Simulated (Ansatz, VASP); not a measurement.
# Hf4N in VASP and in Ansatz

```xyz
5
Lattice="0.0000 4.5940 3.1810 3.1765 0.0000 3.1810 3.1765 4.5940 0.0000" Properties=species:S:1:pos:R:3 pbc="T T T"
Hf    1.5883    0.0000    1.5905
Hf    1.5883    4.5940    1.5905
Hf    3.1765    2.2257    3.1810
Hf    3.1765    6.9623    3.1810
N     0.0000    0.0000    0.0000
```

Alike in both runs: functional PBE; k mesh 4 × 4 × 4; occupations gaussian, width 0.1 eV; no spin polarisation.

Ansatz relaxed the structure, and its values are those at the end. VASP's run is a single point on that final structure, the one shown.

|  | VASP | Ansatz |
| --- | --- | --- |
| version | VASP 6.6.1 | Ansatz 0.2.0 |
| potentials or method | VASP PAW PBE potentials, release 64 (Hf_pv, N), cutoff 520 eV | scalar-relativistic, plane waves, PAW |
| valence electrons in the cell | 45 | 109 |

```tsv
	VASP	Ansatz	Ansatz less VASP
gap on the k mesh at the Fermi level (eV)	none	none	-
pressure (GPa)	-0.8	0.0	+0.84
rms of the force components (eV/Å)	0.030	0.003	-0.0272
```

A gap of «none» marks a metal or a gap that the smearing closes. VASP's potentials hold 45 valence electrons a cell and Ansatz's 109, so a difference there can come from the potentials and not from the codes.

The k mesh is coarse, so the values compare programs but aren't converged. Spin-orbit coupling is off throughout.
